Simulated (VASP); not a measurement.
A run of VASP 6.6.1 is set up as follows.

The input INCAR:

```
PREC     = Accurate       # precision mode
ENCUT    = 520            # plane-wave cutoff, eV
EDIFF    = 1E-6           # SCF threshold, eV
ISMEAR   = -1             # smearing method
SIGMA    = 0.02           # smearing width, eV
LREAL    = False          # projectors in reciprocal space
LASPH    = True           # aspherical terms in the spheres
NELM     = 80             # most SCF steps
ALGO     = Normal         # electronic algorithm
ISIF     = 2              # what is computed and relaxed
LWAVE    = False          # write WAVECAR
LCHARG   = False          # write CHGCAR
GGA      = PE             # functional
NBANDS   = 38             # bands
```

The input KPOINTS:

```
regular mesh
0
Gamma
  12 12 2
```

The input POSCAR:

```
Y3AlN4
1.0
    3.6996056125      0.0000000000      0.0000000000
   -1.8498028063      3.2039524444      0.0000000000
    0.0000000000      0.0000000000     10.9435991987
Al Y N
1 3 4
Direct
    0.3333333333      0.6666666667      0.0052843323
    0.3333333333      0.6666666667      0.4896045560
    0.6666666667      0.3333333333      0.2207251578
    0.6666666667      0.3333333333      0.7591725420
    0.3333333333      0.6666666667      0.1730110390
    0.3333333333      0.6666666667      0.6997731251
    0.6666666667      0.3333333333      0.4320963540
    0.6666666667      0.3333333333      0.9703328939
```

Potentials or basis: VASP PAW PBE potentials, release 64 (Al, Y_sv, N).

Run with:

```console
$ cat potpaw_PBE.64/Al/POTCAR potpaw_PBE.64/Y_sv/POTCAR potpaw_PBE.64/N/POTCAR > POTCAR
$ mpirun -np 1 vasp_std > vasp.out
```

Predict the pressure.

1.2 GPa.

Estimate the largest force.

0.255 eV/Å.

What does it give for the band gap on the k mesh?

1.61 eV (least direct gap 2.18 eV).

Stress tensor (GPa, compression positive):
```
1.08 0.00 0.00
0.00 1.08 0.00
0.00 0.00 1.32
```

A k mesh can miss the band edges.
